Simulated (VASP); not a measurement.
# CsBr (Pm-3m) in VASP: settings compared, part 2 of 3

VASP 6.6.1. Earlier steps stand in the parts before.

## 4. Single point, PBE-based screened hybrid

POSCAR

```
CsBr
1.0
    4.3193779122      0.0000000000      0.0000000000
    0.0000000000      4.3193779122      0.0000000000
    0.0000000000      0.0000000000      4.3193779122
Cs Br
1 1
Direct
    0.0000000000      0.0000000000      0.0000000000
    0.5000000000      0.5000000000      0.5000000000
```

INCAR.step1

```
  PREC = Accurate
  ENCUT = 400
  EDIFF = 1E-5
  ISMEAR = 0
  SIGMA = 0.01
  LREAL = False
  LASPH = True
  NELM = 120
  ALGO = Normal
  ISIF = 2
  LWAVE = True
  LCHARG = False
  NBANDS = 15
  GGA = PE
  GGA_COMPAT = False
```

INCAR.step2

```
  PREC = Accurate
  ENCUT = 400
  EDIFF = 1E-6
  ISMEAR = 0
  SIGMA = 0.01
  LREAL = False
  LASPH = True
  NELM = 120
  ALGO = Normal
  ISIF = 2
  LWAVE = False
  LCHARG = False
  GGA = PE
  LHFCALC = True
  AEXX = 0.15
  HFSCREEN = 0.3
  PRECFOCK = Normal
  NBANDS = 15
  ISTART = 1
  GGA_COMPAT = False
```

KPOINTS

```
regular mesh
0
Gamma
  4 4 4
```

Potentials or basis: VASP PAW PBE potentials, release 64 (Cs_sv, Br).

On the command line:

```console
$ cat potpaw_PBE.64/Cs_sv/POTCAR potpaw_PBE.64/Br/POTCAR > POTCAR
$ cp INCAR.step1 INCAR
$ mpirun -np 1 vasp_std > vasp.out
$ cp INCAR.step2 INCAR
$ mpirun -np 1 vasp_std > vasp.out
```

OUTCAR:

```text
PREC = Accurate
   ENCUT = 400
   EDIFF = 1E-6
   ISMEAR = 0
   LREAL = False
   LASPH = True
   NELM = 120
   ISIF = 2
   GGA = PE
   LHFCALC = True
   AEXX = 0.15
   HFSCREEN = 0.3
   PRECFOCK = Normal
   ISTART = 1

 ion  position               nearest neighbor table
   1  0.000  0.000  0.000-
   2  0.500  0.500  0.500-

  LATTYP: Found a simple cubic cell.
 ALAT       =     4.3193779122

  Lattice vectors:

 A1 = (   4.3193779122,   0.0000000000,   0.0000000000)
 A2 = (   0.0000000000,   4.3193779122,   0.0000000000)
 A3 = (   0.0000000000,   0.0000000000,   4.3193779122)

Analysis of symmetry for initial positions (statically):
=====================================================================
 Subroutine PRICEL returns:
 Original cell was already a primitive cell.

 Routine SETGRP: Setting up the symmetry group for a
 simple cubic supercell.

 Subroutine GETGRP returns: Found 48 space group operations
 (whereof 48 operations were pure point group operations)
 out of a pool of 48 trial point group operations.

The static configuration has the point symmetry O_h .

Analysis of symmetry for dynamics (positions and initial velocities):
=====================================================================
 Subroutine PRICEL returns:
 Original cell was already a primitive cell.

 Routine SETGRP: Setting up the symmetry group for a
 simple cubic supercell.

 Subroutine GETGRP returns: Found 48 space group operations
 (whereof 48 operations were pure point group operations)
 out of a pool of 48 trial point group operations.

The dynamic configuration has the point symmetry O_h .

 Subroutine INISYM returns: Found 48 space group operations
 (whereof 48 operations are pure point group operations),
 and found     1 'primitive' translations

----------------------------------------------------------------------------------------

                                     Primitive cell

  volume of cell :      80.5867

  direct lattice vectors                    reciprocal lattice vectors
     4.319377912  0.000000000  0.000000000     0.231514820  0.000000000  0.000000000
     0.000000000  4.319377912  0.000000000     0.000000000  0.231514820  0.000000000
     0.000000000  0.000000000  4.319377912     0.000000000  0.000000000  0.231514820

  length of vectors
     4.319377912  4.319377912  4.319377912     0.231514820  0.231514820  0.231514820

  position of ions in fractional coordinates (direct lattice)
     0.000000000  0.000000000  0.000000000
     0.500000000  0.500000000  0.500000000

  ion indices of the primitive-cell ions
   primitive index   ion index
                 1           1
                 2           2

----------------------------------------------------------------------------------------

 KPOINTS: regular mesh

Automatic generation of k-mesh.
 Grid dimensions read from file:
 generate k-points for:    4    4    4

 Generating k-lattice:

  Cartesian coordinates                     Fractional coordinates (reciprocal lattice)
     0.057878705  0.000000000  0.000000000     0.250000000  0.000000000  0.000000000
     0.000000000  0.057878705  0.000000000     0.000000000  0.250000000  0.000000000
[... 32 lines left out ...]
   NGXF,Y,Z  is equivalent  to a cutoff of  21.55, 21.55, 21.55 a.u.
 SYSTEM =  unknown system
   PREC   = accura    normal or accurate (medium, high low for compatibility)
   ISTART =      1    job   : 0-new  1-cont  2-samecut
   ICHARG =      0    charge: 1-file 2-atom 10-const
   ISPIN  =      1    spin polarized calculation?
   LNONCOLLINEAR =      F non collinear calculations
   LSORBIT =      F    spin-orbit coupling
   LASPH  =      T    aspherical Exc in radial PAW
   ENCUT  =  400.0 eV  29.40 Ry    5.42 a.u.   7.04  7.04  7.04*2*pi/ulx,y,z
   NELM   =    120;   NELMIN=  2; NELMDL=  0     # of ELM steps
   EDIFF  = 0.1E-05   stopping-criterion for ELM
   LREAL  =      F    real-space projection
   EDIFFG = 0.1E-04   stopping-criterion for IOM
   NSW    =      0    number of steps for IOM
   IBRION =     -1    ionic relax: 0-MD 1-quasi-New 2-CG
   NFREE  =      0    steps in history (QN), initial steepest desc. (CG)
   ISIF   =      2    stress and relaxation
   ISYM   =      3    0-nonsym 1-usesym 2-fastsym
   POTIM  = 0.5000    time-step for ionic-motion
   TEBEG  =    0.0;   TEEND  =   0.0 temperature during run
   PSTRESS=    0.0 pullay stress
   NELECT =      16.0000    total number of electrons
   NUPDOWN=      -1.0000    fix difference up-down
   EMIN   =  10.00;   EMAX   =-10.00  energy-range for DOS
   EFERMI =   0.00;   METHOD = LEGACY
   ISMEAR =     0;   SIGMA  =   0.01  broadening in eV -4-tet -1-fermi 0-gaus
   EFERMI_NEDOS =   21; number of points for ismear=-14 and -15
   IALGO  =     38    algorithm
   IMIX   =      1    mixing-type and parameters
     AMIX     =   0.40;   BMIX     =  1.00
     AMIX_MAG =   1.60;   BMIX_MAG =  1.00
  volume/ion in A,a.u.               =      40.29       271.91
  Fermi-wavevector in a.u.,A,eV,Ry     =   0.955052  1.804786 12.410201  0.912124
  Thomas-Fermi vector in A             =   2.083854
   LORBIT       =      0    0 simple, 1 ext, 2 COOP (PROOUT), +10 PAW based schemes
   GGA     = PE    functional components
   LHFCALC =     T    Hartree Fock is set to
   PRECFOCK=normal    Normal, Fast or Accurate (Low or Medium for compatibility)
   ENCUT4O =  -1.0   cutoff for four orbital integrals eV
   NKREDX  =     1    reduce k-point grid by
   NKREDY  =     1    reduce k-point grid by
   NKREDZ  =     1    reduce k-point grid by
   AEXX    =    0.1500 exact exchange contribution
   HFSCREEN=    0.3000 screening length (either q_TF or 0.3 A-1)
   HFSCREENC=   0.3000 screening length for correlation (either q_TF or 0.3 A-1)
   ENCUTFOCK=  -1.0 apply spherical cutoff to Coloumb kernel
   IVDW    =     0    specifies the selected vdW correction
   LEPSILON=     F    determine dielectric tensor
   LRPA    =     F    only Hartree local field effects (RPA)
 non-spin polarized calculation
 Gauss-broadening in eV      SIGMA  =   0.01
  energy-cutoff  :      400.00
  volume of cell :       80.59
 maximum number of plane-waves:      1492
  NGX = 24; NGY = 24; NGZ = 24

 number of electron      16.0000004 magnetization

 Free energy of the ion-electron system (eV)
  ---------------------------------------------------
  ext. energy  EPLUGINS =         0.00000000
  ---------------------------------------------------
  free energy    TOTEN  =        -6.49348054 eV

  energy without entropy =       -6.49348054  energy(sigma->0) =       -6.49348054

 E-fermi :  -0.7368     XC(G=0):  -7.2732

 val. band max:       -0.8297814513   @ k =   0.5000   0.5000   0.0000
 cond. band min:       4.1589139972   @ k =   0.0000   0.0000   0.0000
 fundamental gap:      4.9886954485
 Fermi energy:        -0.7367656483

 k-point     1 :       0.0000    0.0000    0.0000
  band No.  band energies     occupation
      1     -21.4015      2.00000
      2     -13.7663      2.00000
      3      -7.4169      2.00000
      4      -7.4169      2.00000
      5      -7.4169      2.00000
      6      -0.8361      2.00000
      7      -0.8361      2.00000
      8      -0.8361      2.00000
      9       4.1589      0.00000
     10       4.6457      0.00000
     11       4.6457      0.00000
     12       8.9004      0.00000
     13       8.9004      0.00000
     14       8.9004      0.00000
[... 149 lines left out ...]
      2     -13.5840      2.00000
      3      -7.8025      2.00000
      4      -7.8025      2.00000
      5      -7.8025      2.00000
      6      -1.9845      2.00000
      7      -1.9845      2.00000
      8      -1.9845      2.00000
      9       8.0381      0.00000
     10       8.0381      0.00000
     11       8.0381      0.00000
     12       8.8271      0.00000
     13       8.8271      0.00000
     14       8.8271      0.00000
     15      11.1458      0.00000

------------------------ aborting loop because EDIFF is reached ----------------------------------------

  FORCE on cell =-STRESS in cart. coord.  units (eV):
  Direction    XX          YY          ZZ          XY          YZ          ZX
  --------------------------------------------------------------------------------------
  -------------------------------------------------------------------------------------
  Total        0.2486050      0.2486050      0.2486050     -0.0000000     -0.0000000      0.0000000
  in kB        4.9426146      4.9426146      4.9426146     -0.0000000     -0.0000000      0.0000000
  external PRESSURE =       4.9426146 kB  Pullay stress =       0.0000000 kB

 VOLUME and BASIS-vectors are now :
 -----------------------------------------------------------------------------
  energy-cutoff  :      400.00
  volume of cell :       80.59
      direct lattice vectors                 reciprocal lattice vectors
     4.319377912  0.000000000  0.000000000     0.231514820  0.000000000  0.000000000
     0.000000000  4.319377912  0.000000000     0.000000000  0.231514820  0.000000000
     0.000000000  0.000000000  4.319377912     0.000000000  0.000000000  0.231514820

 POSITION                                       TOTAL-FORCE (eV/Angst)
 -----------------------------------------------------------------------------------
      0.00000      0.00000      0.00000         0.000000      0.000000      0.000000
      2.15969      2.15969      2.15969         0.000000      0.000000      0.000000
 -----------------------------------------------------------------------------------
    total drift:                               -0.000241     -0.000247     -0.000237

  FREE ENERGIE OF THE ION-ELECTRON SYSTEM (eV)
  ---------------------------------------------------
  free  energy   TOTEN  =        -6.4934805379 eV

  energy  without entropy=       -6.4934805379  energy(sigma->0) =       -6.49348054
```

Wall time 3.2 min (1 thread of Intel Xeon Platinum 8488C (Sapphire Rapids), shared host); peak memory 0.26 GiB.

What came out:

- Free energy: -6.4935 eV
- Pressure: 0.5 GPa
- Band gap on the k mesh: 4.99 eV, indirect (least direct gap 5.00 eV)

Levels at points of the mesh, in eV from the valence-band top:
```csv
k point,band 4,band 5,band 6,band 7,band 8,band 9,band 10,band 11,band 12,band 13
"(0.00, 0.00, 0.00)",-6.59,-6.59,-0.01,-0.01,-0.01,4.99,5.48,5.48,9.73,9.73
"(0.50, 0.00, 0.00)",-6.48,-6.48,-1.30,-0.20,-0.20,6.50,7.80,8.22,8.89,9.47
"(0.50, 0.50, 0.00)",-7.15,-6.42,-0.59,-0.59,0.00,5.80,6.05,7.82,7.82,11.62
"(0.50, 0.50, 0.50)",-6.97,-6.97,-1.15,-1.15,-1.15,8.87,8.87,8.87,9.66,9.66
```

Caveat: the PAW data sets were made with another functional, which shifts forces and pressure a little; spin-orbit coupling is left out, which moves the levels of the heavy elements.

(Continued in part 3 of 3.)
